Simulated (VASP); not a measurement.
# Co in VASP: single point with PBE

Aim: the single point of Co with PBE.

Program: VASP 6.6.1. These are calculated values, not measurements. Logs are shortened: lines on timing, memory, paths and dates and some standing lists are left out, and cuts for length are marked.

## 1. The cell of the first run

The cell holds a slab with vacuum, 6 atoms: a = 2.540 Å, b = 2.540 Å, c = 25.367 Å, α = 90.00°, β = 90.00°, γ = 120.00°.

## 2. Single point, PBE, collinear spin, ferromagnetic start

The input, INCAR:

```
SYSTEM = Co
PREC     = Accurate       ! precision mode
ENCUT    = 510            ! plane-wave cutoff, eV
EDIFF    = 1E-6           ! SCF threshold, eV
ISMEAR   = -1             ! smearing method
SIGMA    = 0.05           ! smearing width, eV
LREAL    = .False.        ! projectors in reciprocal space
LASPH    = .True.         ! aspherical terms in the spheres
NELM     = 200            ! most SCF steps
ALGO     = Normal         ! electronic algorithm
ISIF     = 2              ! what is computed and relaxed
LWAVE    = .False.        ! write WAVECAR
LCHARG   = .False.        ! write CHGCAR
ISPIN    = 2              ! spin polarisation
MAGMOM   = 3.5 3.5 3.5 3.5 3.5 3.5 ! initial moments
LORBIT   = 11             ! projections on sites
LMAXMIX  = 4              ! l up to which the mixer works
LDIPOL   = .True.       
IDIPOL   = 3            
DIPOL    = 0.5 0.5 0.500
GGA      = PE             ! functional
NBANDS   = 64             ! bands
GGA_COMPAT= .False.      
NELMDL   = -8
```

The input, KPOINTS:

```
regular mesh
0
Gamma
  12 12 1
  0 0 0
```

The input, POSCAR:

```
Co
1.0
    2.5395032940      0.0000000000      0.0000000000
   -1.2697516470      2.1992743656      0.0000000000
    0.0000000000      0.0000000000     25.3674787838
Co
6
Direct
    0.6666666667      0.3333333333      0.2956541351
    0.3333333333      0.6666666667      0.3773924811
    0.0000000000      0.0000000000      0.4591308270
    0.6666666667      0.3333333333      0.5408691730
    0.3333333333      0.6666666667      0.6226075189
    0.0000000000      0.0000000000      0.7043458649
```

Potentials or basis: VASP PAW PBE potentials, release 64 (Co_sv).

Command:

```
$ cat potpaw_PBE.64/Co_sv/POTCAR > POTCAR
$ mpirun -np 1 vasp_std > vasp.out
```

OUTCAR:

```text
SYSTEM = Co
   PREC = Accurate
   ENCUT = 510
   EDIFF = 1E-6
   ISMEAR = -1
   LREAL = .False.
   LASPH = .True.
   NELM = 200
   ISIF = 2
   ISPIN = 2
   LORBIT = 11
   GGA = PE
   NELMDL = -8

 ion  position               nearest neighbor table
   1  0.667  0.333  0.296-
   2  0.333  0.667  0.377-
   3  0.000  0.000  0.459-
   4  0.667  0.333  0.541-
   5  0.333  0.667  0.623-
   6  0.000  0.000  0.704-

  LATTYP: Found a hexagonal cell.
 ALAT       =     2.5395032940
 C/A-ratio  =     9.9891497852

  Lattice vectors:

 A1 = (   2.5395032940,   0.0000000000,   0.0000000000)
 A2 = (  -1.2697516470,   2.1992743656,   0.0000000000)
 A3 = (   0.0000000000,   0.0000000000,  25.3674787838)

Analysis of symmetry for initial positions (statically):
=====================================================================
 Subroutine PRICEL returns:
 Original cell was already a primitive cell.

 Routine SETGRP: Setting up the symmetry group for a
 hexagonal supercell.

 Subroutine GETGRP returns: Found 12 space group operations
 (whereof  6 operations were pure point group operations)
 out of a pool of 24 trial point group operations.

The static configuration has the point symmetry C_3v.
 The point group associated with its full space group is D_3d.

Analysis of symmetry for dynamics (positions and initial velocities):
=====================================================================
 Subroutine PRICEL returns:
 Original cell was already a primitive cell.

 Routine SETGRP: Setting up the symmetry group for a
 hexagonal supercell.

 Subroutine GETGRP returns: Found 12 space group operations
 (whereof  6 operations were pure point group operations)
 out of a pool of 24 trial point group operations.

The dynamic configuration has the point symmetry C_3v.
 The point group associated with its full space group is D_3d.

Analysis of structural, dynamic, and magnetic symmetry:
=====================================================================
 Subroutine PRICEL returns:
 Original cell was already a primitive cell.

 Routine SETGRP: Setting up the symmetry group for a
 hexagonal supercell.

 Subroutine GETGRP returns: Found 12 space group operations
 (whereof  6 operations were pure point group operations)
 out of a pool of 24 trial point group operations.

The overall configuration has the point symmetry C_3v.
 The point group associated with its full space group is D_3d.

 Subroutine INISYM returns: Found 12 space group operations
 (whereof  6 operations are pure point group operations),
 and found     1 'primitive' translations

----------------------------------------------------------------------------------------

                                     Primitive cell

  volume of cell :     141.6790

  direct lattice vectors                    reciprocal lattice vectors
     2.539503294  0.000000000  0.000000000     0.393777792  0.227347714  0.000000000
    -1.269751647  2.199274366  0.000000000     0.000000000  0.454695428  0.000000000
     0.000000000  0.000000000 25.367478784     0.000000000  0.000000000  0.039420551

  length of vectors
     2.539503294  2.539503294 25.367478784     0.454695428  0.454695428  0.039420551

  position of ions in fractional coordinates (direct lattice)
     0.666666667  0.333333333  0.295654135
     0.333333333  0.666666667  0.377392481
     0.000000000  0.000000000  0.459130827
     0.666666667  0.333333333  0.540869173
     0.333333333  0.666666667  0.622607519
     0.000000000  0.000000000  0.704345865

  ion indices of the primitive-cell ions
   primitive index   ion index
                 1           1
                 2           2
                 3           3
                 4           4
                 5           5
                 6           6

[... 29 lines left out ...]
  0.083333  0.000000  0.000000      6.000000
  0.166667  0.000000  0.000000      6.000000
  0.250000 -0.000000  0.000000      6.000000
  0.333333  0.000000  0.000000      6.000000
  0.416667 -0.000000  0.000000      6.000000
[... 11 lines left out ...]
  0.333333  0.250000  0.000000     12.000000
  0.333333  0.333333  0.000000      2.000000
   k-points           NKPTS =     19   k-points in BZ     NKDIM =     19   number of bands    NBANDS=     64
   number of dos      NEDOS =    301   number of ions     NIONS =      6
   total plane-waves  NPLWV =  76800
   dimension x,y,z NGX =    20 NGY =   20 NGZ =  192
   dimension x,y,z NGXF=    40 NGYF=   40 NGZF=  384
   ions per type =               6
   NGX,Y,Z   is equivalent  to a cutoff of  13.09, 13.09, 12.58 a.u.
   NGXF,Y,Z  is equivalent  to a cutoff of  26.19, 26.19, 25.17 a.u.
 SYSTEM =  Co
   PREC   = accura    normal or accurate (medium, high low for compatibility)
   ISTART =      0    job   : 0-new  1-cont  2-samecut
   ICHARG =      2    charge: 1-file 2-atom 10-const
   ISPIN  =      2    spin polarized calculation?
   LNONCOLLINEAR =      F non collinear calculations
   LSORBIT =      F    spin-orbit coupling
   LASPH  =      T    aspherical Exc in radial PAW
   ENCUT  =  510.0 eV  37.48 Ry    6.12 a.u.   4.68  4.68 46.71*2*pi/ulx,y,z
   NELM   =    200;   NELMIN=  2; NELMDL= -8     # of ELM steps
   EDIFF  = 0.1E-05   stopping-criterion for ELM
   LREAL  =      F    real-space projection
   EDIFFG = 0.1E-04   stopping-criterion for IOM
   NSW    =      0    number of steps for IOM
   IBRION =     -1    ionic relax: 0-MD 1-quasi-New 2-CG
   NFREE  =      0    steps in history (QN), initial steepest desc. (CG)
   ISIF   =      2    stress and relaxation
   ISYM   =      2    0-nonsym 1-usesym 2-fastsym
   POTIM  = 0.5000    time-step for ionic-motion
   TEBEG  =    0.0;   TEEND  =   0.0 temperature during run
   PSTRESS=    0.0 pullay stress
   NELECT =     102.0000    total number of electrons
   NUPDOWN=      -1.0000    fix difference up-down
   EMIN   =  10.00;   EMAX   =-10.00  energy-range for DOS
   EFERMI =   0.00;   METHOD = LEGACY
   ISMEAR =    -1;   SIGMA  =   0.05  broadening in eV -4-tet -1-fermi 0-gaus
   EFERMI_NEDOS =   21; number of points for ismear=-14 and -15
   IALGO  =     38    algorithm
   IMIX   =      4    mixing-type and parameters
     AMIX     =   0.40;   BMIX     =  1.00
     AMIX_MAG =   1.60;   BMIX_MAG =  1.00
  volume/ion in A,a.u.               =      23.61       159.35
  Fermi-wavevector in a.u.,A,eV,Ry     =   1.467258  2.772715 29.291235  2.152845
  Thomas-Fermi vector in A             =   2.582897
   LORBIT       =     11    0 simple, 1 ext, 2 COOP (PROOUT), +10 PAW based schemes
   GGA     = PE    functional components
   LHFCALC =     F    Hartree Fock is set to
   AEXX    =    0.0000 exact exchange contribution
   IVDW    =     0    specifies the selected vdW correction
   LEPSILON=     F    determine dielectric tensor
   LRPA    =     F    only Hartree local field effects (RPA)
 spin polarized calculation
  energy-cutoff  :      510.00
  volume of cell :      141.68
 maximum number of plane-waves:      3765
 NGX is ok and might be reduce to    20
   NGX =  9   NGY =  9   NGZ = 93

 number of electron     101.9999963 magnetization      10.4138963

 dipolmoment           0.000000      0.000000     -0.000026 electrons x Angstroem

 Free energy of the ion-electron system (eV)
  ---------------------------------------------------
  ext. energy  EPLUGINS =         0.00000000
  ---------------------------------------------------
  free energy    TOTEN  =       -40.91979280 eV

  energy without entropy =      -40.85925614  energy(sigma->0) =      -40.88952447

 E-fermi :   2.9962     XC(G=0):  -7.3808

 val. band max:        2.9961371477   @ k =   0.2500  -0.0000   0.0000
 cond. band min:       3.0032680647   @ k =   0.2500   0.1667   0.0000
 fundamental gap:      0.0071309170
 Fermi energy:         2.9962494362

 spin component 1

 k-point     1 :       0.0000    0.0000    0.0000
  band No.  band energies     occupation
      1     -93.2319      1.00000
      2     -93.2284      1.00000
      3     -93.2100      1.00000
      4     -93.1934      1.00000
      5     -93.0796      1.00000
      6     -93.0787      1.00000
[... 1243 lines left out ...]
     62       9.6191      0.00000
     63       9.6193      0.00000
 Fermi energy:         2.9962494362

 spin component 2

 k-point     1 :       0.0000    0.0000    0.0000
  band No.  band energies     occupation
      1     -91.0537      1.00000
      2     -91.0384      1.00000
      3     -91.0232      1.00000
      4     -91.0166      1.00000
      5     -90.8539      1.00000
      6     -90.8531      1.00000
[... 1243 lines left out ...]
     62      10.3052      0.00000
     63      10.3054      0.00000
 [bands above 63 left out]

------------------------ aborting loop because EDIFF is reached ----------------------------------------

 vacuum level on the upper side and lower side of the slab       (xc-potential included)        -0.007        -0.006

  FORCE on cell =-STRESS in cart. coord.  units (eV):
  Direction    XX          YY          ZZ          XY          YZ          ZX
  --------------------------------------------------------------------------------------
  -------------------------------------------------------------------------------------
  Total       -7.4674977     -7.4674977     -6.2059152     -0.0000000      0.0000000     -0.0000000
  in kB      -84.4462138    -84.4462138    -70.1796049     -0.0000000      0.0000000     -0.0000000
  external PRESSURE =     -79.6906775 kB  Pullay stress =       0.0000000 kB

 VOLUME and BASIS-vectors are now :
 -----------------------------------------------------------------------------
  energy-cutoff  :      510.00
  volume of cell :      141.68
      direct lattice vectors                 reciprocal lattice vectors
     2.539503294  0.000000000  0.000000000     0.393777792  0.227347714  0.000000000
    -1.269751647  2.199274366  0.000000000     0.000000000  0.454695428  0.000000000
     0.000000000  0.000000000 25.367478784     0.000000000  0.000000000  0.039420551

 POSITION                                       TOTAL-FORCE (eV/Angst)
 -----------------------------------------------------------------------------------
      1.26975      0.73309      7.50000         0.000000     -0.000000      0.706295
     -0.00000      1.46618      9.57350         0.000000     -0.000000     -0.417011
      0.00000      0.00000     11.64699        -0.000000      0.000000      0.128490
      1.26975      0.73309     13.72049         0.000000     -0.000000     -0.128490
     -0.00000      1.46618     15.79398        -0.000000      0.000000      0.417011
      0.00000      0.00000     17.86748        -0.000000      0.000000     -0.706295
 -----------------------------------------------------------------------------------
    total drift:                                0.000003     -0.000004     -0.006368

  FREE ENERGIE OF THE ION-ELECTRON SYSTEM (eV)
  ---------------------------------------------------
  free  energy   TOTEN  =       -40.9197927970 eV

  energy  without entropy=      -40.8592561396  energy(sigma->0) =      -40.88952447

 vacuum level on the upper side and lower side of the slab         8.026         8.027

 total charge

# of ion       s       p       d       tot
------------------------------------------
    1        2.235   6.069   6.670  14.974
    2        2.233   6.100   6.662  14.996
    3        2.235   6.101   6.662  14.997
    4        2.235   6.101   6.662  14.997
    5        2.233   6.100   6.662  14.996
    6        2.235   6.069   6.670  14.974
--------------------------------------------------
tot         13.407  36.541  39.987  89.934

 magnetization (x)

# of ion       s       p       d       tot
------------------------------------------
    1       -0.001  -0.011   1.846   1.834
    2       -0.003  -0.013   1.810   1.795
    3       -0.003  -0.012   1.787   1.772
    4       -0.003  -0.012   1.787   1.772
    5       -0.003  -0.013   1.810   1.795
    6       -0.001  -0.011   1.846   1.834
--------------------------------------------------
tot         -0.013  -0.072  10.887  10.802
```

It took 23 min on 1 thread of Intel Xeon Platinum 8259CL at 2.50GHz (Skylake/Cascade Lake), shared host; peak memory 0.43 GiB.

What came out:

```
Free energy                                           : -40.9198 eV
Largest force                                         : 0.706 eV/Å
Net moment                                            : 10.41 μB per cell
Site moments                                          : Co +1.83, +1.79, +1.77 (each value once) μB
Valence electrons inside the program's atomic spheres : Co 14.97, 15.00 (each value once)
```

Forces in eV/Å, atoms in the order of the input:
```
Co   0.000  0.000  0.706
Co   0.000  0.000 -0.417
Co   0.000  0.000  0.128
Co   0.000  0.000 -0.128
Co   0.000  0.000  0.417
Co   0.000  0.000 -0.706
```
